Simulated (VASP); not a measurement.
Runs of VASP 6.6.1 on In3Se. The structure is that of space group P4mm (No. 99), or close to it. The cells are those of the table. 

| task | cell | k mesh | cutoff (eV) | gap on the mesh (eV) | pressure (GPa) | largest force (eV/Å) |
| --- | --- | --- | --- | --- | --- | --- |
| single point | a = 4.889, b = 4.889, c = 4.660 Å, 4 atoms | 10 × 10 × 10 | 520 | none | 0.0 | (a) |
| relaxation of cell and atoms | relaxed from a = 4.399, b = 4.399, c = 5.158 Å, 4 atoms | 4 × 4 × 4 | 600 | none | -0.2 | 0.02 |
| single point | a = 4.399, b = 4.399, c = 5.158 Å, 4 atoms | 4 × 4 × 4 | 520 | none | 67.1 | (b) |
| single point | a = 4.615, b = 4.615, c = 5.372 Å, 4 atoms | 4 × 4 × 4 | 520 | none | 0.1 | 0.02 |

Alike in all rows: level PBE; potentials or basis VASP PAW PBE potentials, release 64 (In_d, Se); no spin polarisation; smearing gaussian 0.1 eV.

Problem. Fill in the values left out.

Solution. (a) 0.01; (b) 7.09.

Caveats: spin-orbit coupling is left out, which moves the levels of the heavy elements; forces of over 1 eV/Å act on the atoms, so gaps and moduli don't describe the material at rest (some runs).

A k mesh can miss the band edges, and the runs leave out spin-orbit coupling on In, Se.

A gap of «none» marks levels without a gap at the run's occupations.
